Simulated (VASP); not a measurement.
# NiO (Fm-3m) in VASP: a series of runs, part 2 of 2

VASP 6.6.1. The steps go on from the part before.

## Step 3: Single point, RPBE, collinear spin, ferromagnetic start

This run uses another cell than the first one, of 9.44 Å³/atom.

INCAR

```
PREC = Accurate
ENCUT = 520
EDIFF = 1E-7
ISMEAR = -1
SIGMA = 0.05
LREAL = F
LASPH = T
NELM = 150
ALGO = Normal
ISIF = 2
LWAVE = F
LCHARG = T
ISPIN = 2
MAGMOM = 1 0
LORBIT = 11
LMAXMIX = 4
GGA = RP
LELF = T
LVHAR = T
NBANDS = 19
```

KPOINTS

```
Automatic mesh
0
Gamma
  11 11 11
```

POSCAR

```
NiO
1.0
    0.0000000000      2.1133508634      2.1133508634
    2.1133508634      0.0000000000      2.1133508634
    2.1133508634      2.1133508634      0.0000000000
Ni O
1 1
Direct
    0.0000000000      0.0000000000      0.0000000000
    0.5000000000      0.5000000000      0.5000000000
```

Potentials or basis: VASP PAW PBE potentials, release 64 (Ni, O).

Run with:

```console
$ cat potpaw_PBE.64/Ni/POTCAR potpaw_PBE.64/O/POTCAR > POTCAR
$ mpirun -np 1 vasp_std > vasp.out
```

OUTCAR:

```text
PREC = Accurate
   ENCUT = 520
   EDIFF = 1E-7
   ISMEAR = -1
   LREAL = F
   LASPH = T
   NELM = 150
   ISIF = 2
   ISPIN = 2
   LORBIT = 11
   GGA = RP

 ion  position               nearest neighbor table
   1  0.000  0.000  0.000-   2 2.11   2 2.11   2 2.11   2 2.11   2 2.11   2 2.11
   2  0.500  0.500  0.500-   1 2.11   1 2.11   1 2.11   1 2.11   1 2.11   1 2.11

  LATTYP: Found a face centered cubic cell.
 ALAT       =     4.2267017268

  Lattice vectors:

[... 1270 lines left out ...]
  in kB       54.5492297     54.5492297     54.5492297      0.0000000      0.0000000      0.0000000
  external PRESSURE =      54.5492297 kB  Pullay stress =       0.0000000 kB

 VOLUME and BASIS-vectors are now :
 -----------------------------------------------------------------------------
  energy-cutoff  :      520.00
  volume of cell :       18.88
      direct lattice vectors                 reciprocal lattice vectors
     0.000000000  2.113350863  2.113350863    -0.236591097  0.236591097  0.236591097
     2.113350863  0.000000000  2.113350863     0.236591097 -0.236591097  0.236591097
     2.113350863  2.113350863  0.000000000     0.236591097  0.236591097 -0.236591097

 POSITION                                       TOTAL-FORCE (eV/Angst)
 -----------------------------------------------------------------------------------
      0.00000      0.00000      0.00000        -0.000000     -0.000000     -0.000000
      2.11335      2.11335      2.11335         0.000000      0.000000      0.000000
 -----------------------------------------------------------------------------------
    total drift:                                0.000000     -0.000000     -0.000000

  FREE ENERGIE OF THE ION-ELECTRON SYSTEM (eV)
  ---------------------------------------------------
  free  energy   TOTEN  =       -10.6213854847 eV

  energy  without entropy=      -10.6143493922  energy(sigma->0) =      -10.61786744

 total charge

# of ion       s       p       d       tot
------------------------------------------
    1        0.319   0.377   8.203   8.898
    2        1.561   3.423   0.000   4.984
--------------------------------------------------
tot          1.879   3.800   8.203  13.882

 magnetization (x)

# of ion       s       p       d       tot
------------------------------------------
    1        0.011   0.013   1.508   1.532
    2        0.027   0.264   0.000   0.291
--------------------------------------------------
tot          0.038   0.278   1.508   1.823
```

OSZICAR:

```text
N       E                     dE             d eps       ncg     rms          rms(c)
DAV:   1     0.852860701513E+02    0.85286E+02   -0.69874E+03  4489   0.103E+03
DAV:   2    -0.743284568088E+01   -0.92719E+02   -0.81250E+02  4411   0.235E+02
DAV:   3    -0.126972374385E+02   -0.52644E+01   -0.49823E+01  4906   0.558E+01
DAV:   4    -0.127458690661E+02   -0.48632E-01   -0.48566E-01  4713   0.529E+00
[... 10 lines left out ...]
DAV:  15    -0.106213676724E+02   -0.65349E-04   -0.27257E-05  5864   0.845E-02    0.464E-02
DAV:  16    -0.106213852768E+02   -0.17604E-04   -0.18317E-05  5648   0.114E-01    0.464E-03
DAV:  17    -0.106213855948E+02   -0.31803E-06   -0.38430E-06  4658   0.158E-02    0.396E-03
DAV:  18    -0.106213854450E+02    0.14987E-06   -0.31633E-07  4553   0.122E-02    0.892E-04
DAV:  19    -0.106213854847E+02   -0.39757E-07   -0.35245E-08  2527   0.201E-03
   1 F= -.10621385E+02 E0= -.10617867E+02  d E =-.703609E-02  mag=     1.8688
```

stdout:

```text
POSCAR found type information on POSCAR NiO
 POSCAR found :  2 types and       2 ions
 scaLAPACK will be used
 -----------------------------------------------------------------------------
|                                                                             |
|                                                                             |
|     You enforced a specific xc type in the INCAR file but a different       |
|     I HOPE YOU KNOW WHAT YOU ARE DOING!                                     |
|                                                                             |
 -----------------------------------------------------------------------------

 LDA part: xc-table for (Slater+PW92), standard interpolation
 POSCAR, INCAR and KPOINTS ok, starting setup
 FFT: planning ... GRIDC
 FFT: planning ... GRID_SOFT
 FFT: planning ... GRID
 WAVECAR not read
 entering main loop
```

Run time: 76 s. Hardware: 1 thread of Intel Xeon 8259CL, shared host; peak memory 0.17 GiB.

What came out:

```
Free energy                                           : -10.6214 eV
Pressure                                              : 5.5 GPa
Net moment                                            : 1.87 μB per cell
Site moments                                          : Ni +1.53; O +0.29 μB
Valence electrons inside the program's atomic spheres : Ni 8.90; O 4.98
```

Levels at points of the mesh, in eV from the Fermi level:
Spin up:
```
           k point  band 6  band 7  band 8  band 9  band 10  band 11  band 12  band 13
(0.00, 0.00, 0.00)   -2.80   -2.65   -2.65   -2.65     1.41    17.83    18.71    18.71
```
Spin down:
| k point | band 3 | band 4 | band 5 | band 6 | band 7 | band 8 | band 9 | band 10 | band 11 | band 12 |
| --- | --- | --- | --- | --- | --- | --- | --- | --- | --- | --- |
| (0.00, 0.00, 0.00) | -2.24 | -2.24 | -1.79 | -1.79 | -1.79 | -0.41 | -0.41 | 1.77 | 17.72 | 18.90 |

Caveat: the cell stands under pressure; the PAW data sets were made with another functional, which shifts forces and pressure a little; a cell with one magnetic atom can't hold antiferromagnetic order, which such compounds often take; semilocal functionals often make such compounds metallic where correlation or magnetic order opens a gap, which also shifts bond lengths. With open d or f shells a metallic result of RPBE can be an artefact of self-interaction; +U or a hybrid may open a gap.

## Step 4: Single point, PBE exchange alone, collinear spin, ferromagnetic start

This run uses another cell than the first one, of 9.44 Å³/atom.

INCAR

```
SYSTEM = NiO
PREC = Accurate ; ENCUT = 520
EDIFF = 1E-6 ; ISMEAR = -1
SIGMA = 0.05 ; LREAL = .FALSE.
LASPH = .TRUE. ; NELM = 150
ALGO = Normal ; ISIF = 2
LWAVE = .FALSE. ; LCHARG = .FALSE.
ISPIN = 2 ; MAGMOM = 1 0
LORBIT = 11 ; LMAXMIX = 4
GGA = PE ; ALDAC = 0.0
AGGAC = 0.0 ; NBANDS = 19
```

KPOINTS

```
Automatic mesh
0
G
  11 11 11
  0 0 0
```

POSCAR is that of step 3.

Run with:

```console
$ cat potpaw_PBE.64/Ni/POTCAR potpaw_PBE.64/O/POTCAR > POTCAR
$ mpirun -np 1 vasp_std > vasp.out
```

It took 78 s on 1 thread of Intel Xeon 8259CL, shared host; peak memory 0.17 GiB.

The run converged. Its results:

- Free energy: -9.1241 eV
- Pressure: 23.5 GPa
- Net moment: 1.94 μB per cell
- Site moments: Ni +1.58; O +0.31 μB
- Valence electrons inside the program's atomic spheres: Ni 8.91; O 5.00

Levels at points of the mesh, in eV from the Fermi level:
Spin up:
| k point | band 7 | band 8 | band 9 | band 10 | band 11 | band 12 |
| --- | --- | --- | --- | --- | --- | --- |
| (0.00, 0.00, 0.00) | -2.81 | -2.81 | -2.81 | 1.55 | 18.46 | 18.90 |
Spin down:
```csv
k point,band 5,band 6,band 7,band 8,band 9,band 10
"(0.00, 0.00, 0.00)",-1.81,-1.81,-1.81,-0.31,-0.31,1.99
```

Caveat: the cell stands under pressure; a cell with one magnetic atom can't hold antiferromagnetic order, which such compounds often take; semilocal functionals often make such compounds metallic where correlation or magnetic order opens a gap, which also shifts bond lengths.

## Step 5: Single point, RPBE, collinear spin, ferromagnetic start

INCAR

```
SYSTEM = NiO
PREC = Accurate ; ENCUT = 520
EDIFF = 1E-6 ; ISMEAR = -1
SIGMA = 0.05 ; LREAL = .False.
LASPH = .True. ; NELM = 150
ALGO = Normal ; ISIF = 2
LWAVE = .False. ; LCHARG = .False.
ISPIN = 2 ; MAGMOM = 1 0
LORBIT = 11 ; LMAXMIX = 4
GGA = RP ; NBANDS = 19
```

KPOINTS

```
Automatic mesh
0
Gamma
  11 11 11
  0 0 0
```

POSCAR

```
NiO
1.0
    0.0000000000      2.1268120599      2.1268120599
    2.1268120599      0.0000000000      2.1268120599
    2.1268120599      2.1268120599      0.0000000000
Ni O
1 1
Direct
    0.0000000000      0.0000000000      0.0000000000
    0.5000000000      0.5000000000      0.5000000000
```

Potentials or basis: VASP PAW PBE potentials, release 64 (Ni, O).

Run with:

```console
$ cat potpaw_PBE.64/Ni/POTCAR potpaw_PBE.64/O/POTCAR > POTCAR
$ mpirun -np 1 vasp_std > vasp.out
```

OUTCAR:

```text
SYSTEM = NiO
   PREC = Accurate
   ENCUT = 520
   EDIFF = 1E-6
   ISMEAR = -1
   LREAL = .False.
   LASPH = .True.
   NELM = 150
   ISIF = 2
   ISPIN = 2
   LORBIT = 11
   GGA = RP

 ion  position               nearest neighbor table
   1  0.000  0.000  0.000-   2 2.13   2 2.13   2 2.13   2 2.13   2 2.13   2 2.13
   2  0.500  0.500  0.500-   1 2.13   1 2.13   1 2.13   1 2.13   1 2.13   1 2.13

  LATTYP: Found a face centered cubic cell.
 ALAT       =     4.2536241198

  Lattice vectors:

 A1 = (   0.0000000000,   2.1268120599,   2.1268120599)
 A2 = (   2.1268120599,   0.0000000000,   2.1268120599)
 A3 = (   2.1268120599,   2.1268120599,   0.0000000000)

Analysis of symmetry for initial positions (statically):
=====================================================================
 Subroutine PRICEL returns:
 Original cell was already a primitive cell.

 Routine SETGRP: Setting up the symmetry group for a
 face centered cubic supercell.

 Subroutine GETGRP returns: Found 48 space group operations
 (whereof 48 operations were pure point group operations)
 out of a pool of 48 trial point group operations.

The static configuration has the point symmetry O_h .

Analysis of symmetry for dynamics (positions and initial velocities):
=====================================================================
 Subroutine PRICEL returns:
 Original cell was already a primitive cell.

 Routine SETGRP: Setting up the symmetry group for a
 face centered cubic supercell.

 Subroutine GETGRP returns: Found 48 space group operations
 (whereof 48 operations were pure point group operations)
 out of a pool of 48 trial point group operations.

The dynamic configuration has the point symmetry O_h .

Analysis of structural, dynamic, and magnetic symmetry:
=====================================================================
 Subroutine PRICEL returns:
 Original cell was already a primitive cell.

[... 148 lines left out ...]
  ext. energy  EPLUGINS =         0.00000000
  ---------------------------------------------------
  free energy    TOTEN  =       -10.63043797 eV

  energy without entropy =      -10.62403293  energy(sigma->0) =      -10.62723545

 E-fermi :   7.2551     XC(G=0): -12.1709

 val. band max:        7.2457545946   @ k =  -0.2727   0.1818   0.0000
 cond. band min:       7.2783244256   @ k =   0.2727   0.1818   0.0909
 fundamental gap:      0.0325698310
 Fermi energy:         7.2551321652

 spin component 1

 k-point     1 :       0.0000    0.0000    0.0000
  band No.  band energies     occupation
      1     -12.6291      1.00000
      2       4.0400      1.00000
      3       4.0401      1.00000
      4       4.5469      1.00000
      5       4.5469      1.00000
      6       4.5469      1.00000
[... 517 lines left out ...]
     18      37.3628      0.00000
     19      38.4748      0.00000

 [... further k-points ...]

 spin component 2

 k-point     1 :       0.0000    0.0000    0.0000
  band No.  band energies     occupation
      1     -12.1384      1.00000
      2       5.1163      1.00000
      3       5.1163      1.00000
      4       5.1163      1.00000
      5       5.5071      1.00000
      6       5.5071      1.00000
[... 517 lines left out ...]
     18      37.7877      0.00000
     19      38.6641      0.00000

 [... further k-points ...]

------------------------ aborting loop because EDIFF is reached ----------------------------------------

  FORCE on cell =-STRESS in cart. coord.  units (eV):
  Direction    XX          YY          ZZ          XY          YZ          ZX
  --------------------------------------------------------------------------------------
  -------------------------------------------------------------------------------------
  Total        0.2484605      0.2484605      0.2484605      0.0000000      0.0000000      0.0000000
  in kB       20.6895274     20.6895274     20.6895274      0.0000000      0.0000000      0.0000000
  external PRESSURE =      20.6895274 kB  Pullay stress =       0.0000000 kB

 VOLUME and BASIS-vectors are now :
 -----------------------------------------------------------------------------
  energy-cutoff  :      520.00
  volume of cell :       19.24
      direct lattice vectors                 reciprocal lattice vectors
     0.000000000  2.126812060  2.126812060    -0.235093645  0.235093645  0.235093645
     2.126812060  0.000000000  2.126812060     0.235093645 -0.235093645  0.235093645
     2.126812060  2.126812060  0.000000000     0.235093645  0.235093645 -0.235093645

 POSITION                                       TOTAL-FORCE (eV/Angst)
 -----------------------------------------------------------------------------------
      0.00000      0.00000      0.00000        -0.000000     -0.000000     -0.000000
      2.12681      2.12681      2.12681         0.000000      0.000000      0.000000
 -----------------------------------------------------------------------------------
    total drift:                                0.000000     -0.000000     -0.000000

  FREE ENERGIE OF THE ION-ELECTRON SYSTEM (eV)
  ---------------------------------------------------
  free  energy   TOTEN  =       -10.6304379749 eV

  energy  without entropy=      -10.6240329343  energy(sigma->0) =      -10.62723545

 total charge

# of ion       s       p       d       tot
------------------------------------------
    1        0.313   0.363   8.189   8.865
    2        1.561   3.415   0.000   4.976
--------------------------------------------------
tot          1.874   3.778   8.189  13.841

 magnetization (x)

# of ion       s       p       d       tot
------------------------------------------
    1        0.010   0.013   1.529   1.553
    2        0.027   0.272   0.000   0.298
--------------------------------------------------
tot          0.037   0.285   1.529   1.851
```

stdout:

```text
POSCAR found type information on POSCAR NiO
 POSCAR found :  2 types and       2 ions
 scaLAPACK will be used
 -----------------------------------------------------------------------------
|                                                                             |
|                                                                             |
|     You enforced a specific xc type in the INCAR file but a different       |
|     I HOPE YOU KNOW WHAT YOU ARE DOING!                                     |
|                                                                             |
 -----------------------------------------------------------------------------

 LDA part: xc-table for (Slater+PW92), standard interpolation
 POSCAR, INCAR and KPOINTS ok, starting setup
 FFT: planning ... GRIDC
 FFT: planning ... GRID_SOFT
 FFT: planning ... GRID
 WAVECAR not read
 entering main loop
```

Wall time 58 s (1 thread of Intel Xeon 8259CL, shared host); peak memory 0.17 GiB.

Results:

```
Free energy                                           : -10.6304 eV
Pressure                                              : 2.1 GPa
Net moment                                            : 1.90 μB per cell
Site moments                                          : Ni +1.55; O +0.30 μB
Valence electrons inside the program's atomic spheres : Ni 8.87; O 4.98
```

Caveat: the PAW data sets were made with another functional, which shifts forces and pressure a little; a cell with one magnetic atom can't hold antiferromagnetic order, which such compounds often take; semilocal functionals often make such compounds metallic where correlation or magnetic order opens a gap, which also shifts bond lengths.

## Step 6: Single point, PBE exchange alone, collinear spin, ferromagnetic start

INCAR

```
SYSTEM = NiO
  AGGAC = 0.0
  ALDAC = 0.0
  ALGO = Normal
  EDIFF = 1E-6
  ENCUT = 520
  GGA = PE
  ISIF = 2
  ISMEAR = -1
  ISPIN = 2
  LASPH = .TRUE.
  LCHARG = .FALSE.
  LMAXMIX = 4
  LORBIT = 11
  LREAL = .FALSE.
  LWAVE = .FALSE.
  MAGMOM = 1 0
  NBANDS = 19
  NELM = 150
  PREC = Accurate
  SIGMA = 0.05
```

KPOINTS

```
k-points
0
G
  11 11 11
  0 0 0
```

POSCAR is that of step 5.

Potentials or basis: VASP PAW PBE potentials, release 64 (Ni, O).

Run with:

```console
$ cat potpaw_PBE.64/Ni/POTCAR potpaw_PBE.64/O/POTCAR > POTCAR
$ mpirun -np 1 vasp_std > vasp.out
```

It took 58 s on 1 thread of Intel Xeon 8259CL, shared host; peak memory 0.17 GiB.

It converged, with:

```
Free energy                                           : -9.1734 eV
Pressure                                              : 19.3 GPa
Net moment                                            : 1.95 μB per cell
Site moments                                          : Ni +1.59; O +0.32 μB
Valence electrons inside the program's atomic spheres : Ni 8.88; O 4.99
```

Levels at points of the mesh, in eV from the Fermi level:
Spin up:
```tsv
k point	band 5	band 6	band 7	band 8	band 9	band 10	band 11	band 12	band 13	band 14
(0.00, 0.00, 0.00)	-2.76	-2.76	-2.75	-2.75	-2.75	1.46	18.41	18.78	18.78	18.78
```
Spin down:
```
           k point  band 4  band 5  band 6  band 7  band 8  band 9  band 10  band 11
(0.00, 0.00, 0.00)   -2.06   -1.76   -1.76   -1.76   -0.26   -0.26     1.91    18.30
```

Caveat: the cell stands under pressure; a cell with one magnetic atom can't hold antiferromagnetic order, which such compounds often take; semilocal functionals often make such compounds metallic where correlation or magnetic order opens a gap, which also shifts bond lengths.

## Step 7: Overview

```tsv
level	cell	gap on the mesh (eV)	pressure (GPa)	moment (μB)
r2SCAN	a = 3.008 Å, angles 60.0°, 2 atoms	0.92	-8.9	2.00
RPBE	a = 2.989 Å, angles 60.0°, 2 atoms	none	5.5	1.87
PBE exchange alone	a = 2.989 Å, angles 60.0°, 2 atoms	none	23.5	1.94
RPBE	a = 3.008 Å, angles 60.0°, 2 atoms	none	2.1	1.90
PBE exchange alone	a = 3.008 Å, angles 60.0°, 2 atoms	none	19.3	1.95
```

Alike in all rows: task single point; potentials or basis VASP PAW PBE potentials, release 64 (Ni, O); spin collinear, ferromagnetic start; k mesh 11 × 11 × 11; cutoff (eV) 520; smearing fermi-dirac 0.05 eV.

On the cell as given the gap runs from zero (RPBE) to 0.92 eV (r2SCAN). The pressure there spans -8.9 GPa (r2SCAN) to 19.3 GPa (PBE exchange alone); a positive pressure means that this level wants a larger cell, a negative one a smaller.

Caveats: a cell with one magnetic atom can't hold antiferromagnetic order, which such compounds often take; semilocal functionals often make such compounds metallic where correlation or magnetic order opens a gap, which also shifts bond lengths (at least some runs); the PAW data sets were made with another functional, which shifts forces and pressure a little (at least some runs); the cell stands under pressure (at least some runs); the cell stands under tension (at least some runs); an odd mesh through Γ misses points on the zone boundary, where band edges can lie (at least some runs).

Total energies depend on the potentials used, so only differences within one code and one set of settings carry meaning.

The gap in the log of VASP goes by the Fermi energy; the results here count the filled bands.